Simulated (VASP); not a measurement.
A run of VASP 6.6.1 is set up as follows.

File INCAR:

```
  PREC = Accurate
  ENCUT = 520
  EDIFF = 1E-6
  ISMEAR = -1
  SIGMA = 0.0957
  LREAL = Auto
  LASPH = True
  NELM = 80
  ALGO = Normal
  ISIF = 2
  LWAVE = False
  LCHARG = False
  GGA = PE
  ISYM = 0
  NBANDS = 138
```

File KPOINTS:

```
Automatic mesh
0
Gamma
  1 1 1
  0.25 0.25 0.25
```

File POSCAR:

```
Sr19Ca5
1.0
   10.4978800000     -0.1668760000      0.0738540000
   -0.1668760000     10.3895350000      0.2213770000
    0.0738540000      0.2213770000     11.1990180000
Sr Ca
19 5
Direct
    0.2803892994      0.7053346901      0.7505106475
    0.8244965119      0.3416624185      0.7265932096
    0.1444942529      1.0257777580      0.7209814216
    0.5896710900      0.2613299006      0.4931533284
    0.2770112746      0.5896326679      0.3511986049
    0.8090553115      0.9568553640      0.5310697116
    0.4185000152      0.2035617866      0.1978990660
    0.4601060521      0.4118837711      0.7966446463
    0.1639031947      0.1345231146      0.3563599746
    0.2546630918      0.8955759846      0.0895084897
    0.5311697589      0.0436450004      0.8082150586
    0.8947129873      0.8376654522      0.2025033804
    0.2513749495      0.5236359641      0.0615703980
    1.0142674561      0.6731952243      0.5821767902
    0.5009630544      0.9026742722      0.4387120864
    0.7238725074      0.3205000844      0.0597808462
    0.0354074651      0.2282930763      0.0497104461
    0.9821760238      0.6497283795      0.9418452093
    0.6171566405      0.7570252854      0.1138597622
    0.9259312634      0.4548262376      0.3474868247
    0.6285462236      0.5809742143      0.3952639435
    0.8570248383      0.9825788806      0.9003564351
    0.6759863592      0.7148785595      0.7518806589
    0.1661292697      0.3231931813      0.6704044187
```

Potentials or basis: VASP PAW PBE potentials, release 64 (Sr_sv, Ca_sv).

The run is started by

```console
$ cat potpaw_PBE.64/Sr_sv/POTCAR potpaw_PBE.64/Ca_sv/POTCAR > POTCAR
$ mpirun -np 1 vasp_std > vasp.out
```

Question: What does it give for the pressure?

Answer: 1.5 GPa.

Question: Estimate the largest force.

Answer: 1.744 eV/Å.

Forces on the atoms (eV/Å):
```
Sr   1.031  0.170 -0.028
Sr   0.291 -0.036 -0.089
Sr   0.053 -0.816  0.080
Sr  -0.427 -0.216 -0.100
Sr   0.005 -0.059  0.891
Sr   0.784  0.679  0.141
Sr   0.802  0.447 -0.823
Sr   0.382 -0.258  0.196
Sr  -1.004 -0.321  1.117
Sr  -0.093  0.004 -0.280
Sr  -0.363  0.059  0.048
Sr   1.209  0.358  1.206
Sr   0.699 -0.554 -0.243
Sr  -0.675  0.060 -0.323
Sr  -1.058 -0.035 -0.060
Sr  -0.633  0.483  0.305
Sr   0.914 -0.113 -0.264
Sr  -0.746 -0.217 -0.232
Sr  -1.391 -0.343 -0.900
Ca   0.284 -0.505 -0.446
Ca   0.191  0.297  0.479
Ca  -0.153 -0.030 -0.292
Ca  -0.122 -0.369  0.014
Ca   0.021  1.317 -0.395
```

Caveat: the k points lie up to 0.61 Å⁻¹ apart; the atoms stand as in a frame of molecular dynamics.
